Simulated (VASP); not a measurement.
# Cd2S (P3m1) in VASP: a series of runs

The runs below take Cd2S through single point, with PBEsol.

Everything below comes from runs of VASP 6.6.1. Logs are shortened: lines on timing, memory, paths and dates and some standing lists are left out, and cuts for length are marked.

## Step 1: The cell of the first run

It takes space group P3m1 (No. 156, trigonal). Conventional cell: a = 4.015 Å, b = 4.015 Å, c = 5.886 Å, α = 90.00°, β = 90.00°, γ = 120.00°. Within 3.5 Å of Cd (site symmetry 3m) lie 3 S at 2.64 Å and 3 Cd at 3.12 Å. Cd (site symmetry 3m) has 2 S at 2.55 to 3.34 Å and 3 Cd at 3.12 Å within 3.4 Å. Within 3.4 Å of S (site symmetry 3m) lie 5 Cd at 2.55 to 3.34 Å.

## Step 2: Single point, PBEsol

Contents of INCAR:

```
PREC = Accurate ; ENCUT = 520
EDIFF = 1E-7 ; ISMEAR = -1
SIGMA = 0.1 ; LREAL = F
LASPH = T ; NELM = 100
ALGO = Normal ; ISIF = 2
LWAVE = F ; LCHARG = F
GGA = PS ; NBANDS = 22
```

Contents of KPOINTS:

```
Automatic mesh
0
Gamma
  8 8 5
```

Contents of POSCAR:

```
Cd2S
1.0
    4.0148163747      0.0000000000      0.0000000000
   -2.0074081874      3.4769330867      0.0000000000
    0.0000000000      0.0000000000      5.8856375034
Cd S
2 1
Direct
    0.6666666667      0.3333333333      0.5787350000
    0.3333333333      0.6666666667      0.9327170000
    0.3333333333      0.6666666667      0.3657050000
```

Potentials or basis: VASP PAW PBE potentials, release 64 (Cd, S).

Command:

```
> cat potpaw_PBE.64/Cd/POTCAR potpaw_PBE.64/S/POTCAR > POTCAR
> mpirun -np 1 vasp_std > vasp.out
```

OUTCAR:

```text
PREC = Accurate
   ENCUT = 520
   EDIFF = 1E-7
   ISMEAR = -1
   LREAL = F
   LASPH = T
   NELM = 100
   ISIF = 2
   GGA = PS

 ion  position               nearest neighbor table
   1  0.667  0.333  0.579-   3 2.64   3 2.64   3 2.64   2 3.12   2 3.12   2 3.12
   2  0.333  0.667  0.933-   3 2.55   1 3.12   1 3.12   1 3.12
   3  0.333  0.667  0.366-   2 2.55   1 2.64   1 2.64   1 2.64

  LATTYP: Found a hexagonal cell.
 ALAT       =     4.0148163747
 C/A-ratio  =     1.4659792514

  Lattice vectors:

 A1 = (   4.0148163747,   0.0000000000,   0.0000000000)
 A2 = (  -2.0074081874,   3.4769330867,   0.0000000000)
 A3 = (   0.0000000000,   0.0000000000,   5.8856375034)

Analysis of symmetry for initial positions (statically):
=====================================================================
 Subroutine PRICEL returns:
 Original cell was already a primitive cell.

 Routine SETGRP: Setting up the symmetry group for a
 hexagonal supercell.

 Subroutine GETGRP returns: Found  6 space group operations
 (whereof  6 operations were pure point group operations)
 out of a pool of 24 trial point group operations.

The static configuration has the point symmetry C_3v.

Analysis of symmetry for dynamics (positions and initial velocities):
=====================================================================
 Subroutine PRICEL returns:
 Original cell was already a primitive cell.

 Routine SETGRP: Setting up the symmetry group for a
 hexagonal supercell.

 Subroutine GETGRP returns: Found  6 space group operations
 (whereof  6 operations were pure point group operations)
 out of a pool of 24 trial point group operations.

The dynamic configuration has the point symmetry C_3v.

 Subroutine INISYM returns: Found  6 space group operations
 (whereof  6 operations are pure point group operations),
 and found     1 'primitive' translations

----------------------------------------------------------------------------------------

                                     Primitive cell

  volume of cell :      82.1591

  direct lattice vectors                    reciprocal lattice vectors
     4.014816375  0.000000000  0.000000000     0.249077394  0.143804896  0.000000000
    -2.007408187  3.476933087  0.000000000     0.000000000  0.287609791  0.000000000
     0.000000000  0.000000000  5.885637503     0.000000000  0.000000000  0.169905129

  length of vectors
     4.014816375  4.014816474  5.885637503     0.287609799  0.287609791  0.169905129

  position of ions in fractional coordinates (direct lattice)
     0.666666667  0.333333333  0.578735000
     0.333333333  0.666666667  0.932717000
     0.333333333  0.666666667  0.365705000

  ion indices of the primitive-cell ions
   primitive index   ion index
                 1           1
                 2           2
                 3           3

----------------------------------------------------------------------------------------

 KPOINTS: Automatic mesh

Automatic generation of k-mesh.
 Grid dimensions read from file:
 generate k-points for:    8    8    5

 Generating k-lattice:

  Cartesian coordinates                     Fractional coordinates (reciprocal lattice)
     0.031134674  0.017975612  0.000000000     0.125000000 -0.000000000  0.000000000
     0.000000000  0.035951224  0.000000000     0.000000000  0.125000000  0.000000000
     0.000000000  0.000000000  0.033981026     0.000000000  0.000000000  0.200000000

  Length of vectors
     0.035951225  0.035951224  0.033981026

  Shift w.r.t. Gamma in fractional coordinates (k-lattice)
     0.000000000  0.000000000  0.000000000

 Subroutine IBZKPT returns following result:
 ===========================================

 Found     40 irreducible k-points:

 Following reciprocal coordinates:
            Coordinates               Weight
  0.000000  0.000000  0.000000      1.000000
  0.125000  0.000000  0.000000      6.000000
  0.250000  0.000000  0.000000      6.000000
  0.375000 -0.000000  0.000000      6.000000
  0.500000  0.000000  0.000000      3.000000
  0.125000  0.125000  0.000000      6.000000
[... 16 lines left out ...]
 -0.125000  0.500000  0.200000     12.000000
  0.250000  0.250000  0.200000     12.000000
 [... further k-points ...]
   k-points           NKPTS =     40   k-points in BZ     NKDIM =     40   number of bands    NBANDS=     22
   number of dos      NEDOS =    301   number of ions     NIONS =      3
   total plane-waves  NPLWV =  43200
   dimension x,y,z NGX =    30 NGY =   30 NGZ =   48
   dimension x,y,z NGXF=    60 NGYF=   60 NGZF=   96
   ions per type =               2   1
   NGX,Y,Z   is equivalent  to a cutoff of  12.42, 12.42, 13.56 a.u.
   NGXF,Y,Z  is equivalent  to a cutoff of  24.84, 24.84, 27.12 a.u.
 SYSTEM =  unknown system
   PREC   = accura    normal or accurate (medium, high low for compatibility)
   ISTART =      0    job   : 0-new  1-cont  2-samecut
   ICHARG =      2    charge: 1-file 2-atom 10-const
   ISPIN  =      1    spin polarized calculation?
   LNONCOLLINEAR =      F non collinear calculations
   LSORBIT =      F    spin-orbit coupling
   LASPH  =      T    aspherical Exc in radial PAW
   ENCUT  =  520.0 eV  38.22 Ry    6.18 a.u.   7.46  7.46 10.94*2*pi/ulx,y,z
   NELM   =    100;   NELMIN=  2; NELMDL= -5     # of ELM steps
   EDIFF  = 0.1E-06   stopping-criterion for ELM
   LREAL  =      F    real-space projection
   EDIFFG = 0.1E-05   stopping-criterion for IOM
   NSW    =      0    number of steps for IOM
   IBRION =     -1    ionic relax: 0-MD 1-quasi-New 2-CG
   NFREE  =      0    steps in history (QN), initial steepest desc. (CG)
   ISIF   =      2    stress and relaxation
   ISYM   =      2    0-nonsym 1-usesym 2-fastsym
   POTIM  = 0.5000    time-step for ionic-motion
   TEBEG  =    0.0;   TEEND  =   0.0 temperature during run
   PSTRESS=    0.0 pullay stress
   NELECT =      30.0000    total number of electrons
   NUPDOWN=      -1.0000    fix difference up-down
   EMIN   =  10.00;   EMAX   =-10.00  energy-range for DOS
   EFERMI =   0.00;   METHOD = LEGACY
   ISMEAR =    -1;   SIGMA  =   0.10  broadening in eV -4-tet -1-fermi 0-gaus
   EFERMI_NEDOS =   21; number of points for ismear=-14 and -15
   IALGO  =     38    algorithm
   IMIX   =      4    mixing-type and parameters
     AMIX     =   0.40;   BMIX     =  1.00
     AMIX_MAG =   1.60;   BMIX_MAG =  1.00
  volume/ion in A,a.u.               =      27.39       184.81
  Fermi-wavevector in a.u.,A,eV,Ry     =   1.170119  2.211204 18.628808  1.369179
  Thomas-Fermi vector in A             =   2.306582
   LORBIT       =      0    0 simple, 1 ext, 2 COOP (PROOUT), +10 PAW based schemes
   GGA     = PS    functional components
   LHFCALC =     F    Hartree Fock is set to
   AEXX    =    0.0000 exact exchange contribution
   IVDW    =     0    specifies the selected vdW correction
   LEPSILON=     F    determine dielectric tensor
   LRPA    =     F    only Hartree local field effects (RPA)
 non-spin polarized calculation
  energy-cutoff  :      520.00
  volume of cell :       82.16
 maximum number of plane-waves:      2230
 NGX is ok and might be reduce to    30
   NGX = 15   NGY = 15   NGZ = 21

 number of electron      30.0000001 magnetization

 Free energy of the ion-electron system (eV)
  ---------------------------------------------------
  ext. energy  EPLUGINS =         0.00000000
  ---------------------------------------------------
  free energy    TOTEN  =        -7.19954122 eV

  energy without entropy =       -7.18920757  energy(sigma->0) =       -7.19437439

 E-fermi :   1.0943     XC(G=0):  -9.3112

 val. band max:        0.9057980275   @ k =   0.3750   0.2500   0.2000
 cond. band min:       1.1617586276   @ k =   0.5000   0.0000   0.2000
 fundamental gap:      0.2559606001
 Fermi energy:         1.0942773408

 k-point     1 :       0.0000    0.0000    0.0000
  band No.  band energies     occupation
      1     -11.4677      2.00000
      2      -7.2810      2.00000
      3      -7.2810      2.00000
      4      -7.1895      2.00000
      5      -7.1895      2.00000
      6      -7.1129      2.00000
[... 14 lines left out ...]
     21       9.0408      0.00000
     22      10.7021      0.00000

 k-point     2 :       0.1250    0.0000    0.0000
  band No.  band energies     occupation
      1     -11.4192      2.00000
      2      -7.2869      2.00000
      3      -7.2783      2.00000
      4      -7.1886      2.00000
      5      -7.1601      2.00000
      6      -7.0744      2.00000
[... 14 lines left out ...]
     21       9.0950      0.00000
     22      10.4705      0.00000

 k-point     3 :       0.2500    0.0000    0.0000
  band No.  band energies     occupation
      1     -11.3008      2.00000
      2      -7.2901      2.00000
      3      -7.2793      2.00000
      4      -7.1842      2.00000
      5      -7.0858      2.00000
      6      -7.0440      2.00000
[... 14 lines left out ...]
     21       9.0725      0.00000
     22       9.4740      0.00000

 k-point     4 :       0.3750   -0.0000    0.0000
  band No.  band energies     occupation
      1     -11.1810      2.00000
      2      -7.2890      2.00000
      3      -7.2755      2.00000
      4      -7.1928      2.00000
      5      -7.0436      2.00000
      6      -7.0017      2.00000
[... 14 lines left out ...]
     21       8.7965      0.00000
     22       9.3116      0.00000

 k-point     5 :       0.5000    0.0000    0.0000
  band No.  band energies     occupation
      1     -11.1311      2.00000
      2      -7.2950      2.00000
      3      -7.2536      2.00000
      4      -7.2131      2.00000
      5      -7.0412      2.00000
      6      -6.9731      2.00000
[... 417 lines left out ...]
 k-point    22 :       0.3750    0.1250    0.2000
  band No.  band energies     occupation
      1     -11.1020      2.00000
      2      -7.3151      2.00000
      3      -7.2851      2.00000
      4      -7.1702      2.00000
      5      -7.1290      2.00000
      6      -6.9995      2.00000
[... 14 lines left out ...]
     21       8.6659      0.00000
     22       9.7532      0.00000

 k-point    23 :      -0.1250    0.5000    0.2000
  band No.  band energies     occupation
      1     -11.1019      2.00000
      2      -7.3106      2.00000
      3      -7.2793      2.00000
      4      -7.1863      2.00000
      5      -7.1193      2.00000
      6      -6.9866      2.00000
[... 14 lines left out ...]
     21       8.7148      0.00000
     22       9.8055      0.00000

 k-point    24 :       0.2500    0.2500    0.2000
  band No.  band energies     occupation
      1     -11.1027      2.00000
      2      -7.3290      2.00000
      3      -7.2667      2.00000
      4      -7.1548      2.00000
      5      -7.1280      2.00000
      6      -7.0232      2.00000
[... 14 lines left out ...]
     21       8.3630      0.00000
     22       9.2807      0.00000

 [... further k-points ...]
[... 5 lines left out ...]
  --------------------------------------------------------------------------------------
  -------------------------------------------------------------------------------------
  Total       -1.8473663     -1.8473664     -2.5747054      0.0000000      0.0000000      0.0000000
  in kB      -36.0253378    -36.0253402    -50.2091185      0.0000000      0.0000000      0.0000000
  external PRESSURE =     -40.7532655 kB  Pullay stress =       0.0000000 kB

 VOLUME and BASIS-vectors are now :
 -----------------------------------------------------------------------------
  energy-cutoff  :      520.00
  volume of cell :       82.16
      direct lattice vectors                 reciprocal lattice vectors
     4.014816375  0.000000000  0.000000000     0.249077394  0.143804896  0.000000000
    -2.007408187  3.476933087  0.000000000     0.000000000  0.287609791  0.000000000
     0.000000000  0.000000000  5.885637503     0.000000000  0.000000000  0.169905129

 POSITION                                       TOTAL-FORCE (eV/Angst)
 -----------------------------------------------------------------------------------
      2.00741      1.15898      3.40622         0.000000     -0.000000     -0.255608
     -0.00000      2.31796      5.48963        -0.000000      0.000000      0.081231
     -0.00000      2.31796      2.15241        -0.000000      0.000000      0.174377
 -----------------------------------------------------------------------------------
    total drift:                                0.000000     -0.000001      0.000567

  FREE ENERGIE OF THE ION-ELECTRON SYSTEM (eV)
  ---------------------------------------------------
  free  energy   TOTEN  =        -7.1995412161 eV

  energy  without entropy=       -7.1892075659  energy(sigma->0) =       -7.19437439
```

Wall time 2.3 min (1 thread of Intel Xeon 6975P-C, shared host); peak memory 0.23 GiB.

What came out:

* Free energy: -7.1995 eV
* Pressure: -4.1 GPa
* Largest force: 0.256 eV/Å
* Band gap on the k mesh: 0.26 eV, indirect (least direct gap 0.56 eV)

Forces in eV/Å, atoms in the order of the input:
```
Cd   0.000  0.000 -0.256
Cd   0.000  0.000  0.081
S    0.000  0.000  0.174
```

Stress tensor (GPa, compression positive):
```
-3.60  0.00  0.00
 0.00 -3.60  0.00
 0.00  0.00 -5.02
```

Levels at points of the mesh, in eV from the valence-band top:
| k point | band 12 | band 13 | band 14 | band 15 | band 16 | band 17 | band 18 | band 19 |
| --- | --- | --- | --- | --- | --- | --- | --- | --- |
| (0.00, 0.00, 0.00) | -4.31 | -3.52 | -0.62 | -0.62 | 3.08 | 4.93 | 6.75 | 6.75 |
| (0.50, 0.00, 0.00) | -4.23 | -2.81 | -1.44 | -1.22 | 0.64 | 3.12 | 4.69 | 5.72 |

Caveat: the PAW data sets were made with another functional, which shifts forces and pressure a little. A k mesh can miss the band edges.

## Step 3: Single point, PBEsol

This run uses another cell than the first one, of 28.18 Å³/atom, 1.029 times its volume.

Contents of INCAR:

```
  ALGO = Normal
  EDIFF = 1E-6
  ENCUT = 520
  GGA = PS
  ISIF = 2
  ISMEAR = -1
  LASPH = True
  LCHARG = False
  LREAL = False
  LWAVE = False
  NBANDS = 22
  NELM = 100
  PREC = Accurate
  SIGMA = 0.1
```

Contents of KPOINTS:

```
k-points
0
Gamma
  8 8 5
```

Contents of POSCAR:

```
Cd2S
1.0
    4.0530550226      0.0000000000      0.0000000000
   -2.0265275113      3.5100487282      0.0000000000
    0.0000000000      0.0000000000      5.9416945677
Cd S
2 1
Direct
    0.6666666667      0.3333333333      0.5787350000
    0.3333333333      0.6666666667      0.9327170000
    0.3333333333      0.6666666667      0.3657050000
```

Potentials or basis: VASP PAW PBE potentials, release 64 (Cd, S).

Command:

```
> cat potpaw_PBE.64/Cd/POTCAR potpaw_PBE.64/S/POTCAR > POTCAR
> mpirun -np 1 vasp_std > vasp.out
```

Wall time 1.9 min (1 thread of Intel Xeon 6975P-C, shared host); peak memory 0.23 GiB.

The run converged. Its results:

* Free energy: -7.1334 eV
* Pressure: -4.9 GPa
* Largest force: 0.346 eV/Å
* Band gap on the k mesh: 0.29 eV, indirect (least direct gap 0.57 eV)

Forces on the atoms (eV/Å):
```
Cd   0.000  0.000 -0.346
Cd   0.000  0.000  0.131
S    0.000  0.000  0.215
```

Stress tensor (GPa, compression positive):
```
-4.26  0.00  0.00
 0.00 -4.26  0.00
 0.00  0.00 -6.13
```

Levels at points of the mesh, in eV from the valence-band top:
```tsv
k point	band 12	band 13	band 14	band 15	band 16	band 17	band 18	band 19
(0.00, 0.00, 0.00)	-4.21	-3.41	-0.59	-0.59	3.01	4.86	6.70	6.70
(0.50, 0.00, 0.00)	-4.09	-2.71	-1.37	-1.22	0.67	3.10	4.70	5.64
```

Caveat: the PAW data sets were made with another functional, which shifts forces and pressure a little.
